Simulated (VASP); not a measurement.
# Ca: single point with PBE

The system is Ca.

```
Ca
1.0
     0.00000    2.76271   -2.76271
    -2.76271    0.00000    2.76271
     5.52541    5.52541    5.52541
Ca
3
Direct
  0.00000 0.00000 0.00000
  0.33333 0.66667 0.33333
  0.66667 0.33333 0.66667
```

```
Program             : VASP 6.6.1
Task                : single point
Functional          : PBE
Potentials or basis : VASP PAW PBE potentials, release 64 (Ca_sv)
Cutoff              : 520 eV
k mesh              : 11 × 11 × 4
Occupations         : fermi-dirac, width 0.1 eV
Spin                : no spin polarisation
```

```json
{
  "Pressure": "0.0 GPa",
  "Band gap on the k mesh": "zero (bands 15 and 16 overlap by 0.33 eV)"
}
```

Levels at points of the mesh, in eV from the Fermi level:
| k point | band 12 | band 13 | band 14 | band 15 | band 16 | band 17 | band 18 | band 19 |
| --- | --- | --- | --- | --- | --- | --- | --- | --- |
| (0.00, 0.00, 0.00) | -22.92 | -4.02 | -2.29 | -2.29 | 0.89 | 0.89 | 2.34 | 2.34 |
| (0.00, 0.00, 0.50) | -22.93 | -3.56 | -3.56 | -0.98 | -0.16 | 1.88 | 1.88 | 2.23 |

Run time: 3.7 min on 1 thread of Oxide Virtual Turin-like Processor, with other jobs on the host, peak memory 0.28 GiB.
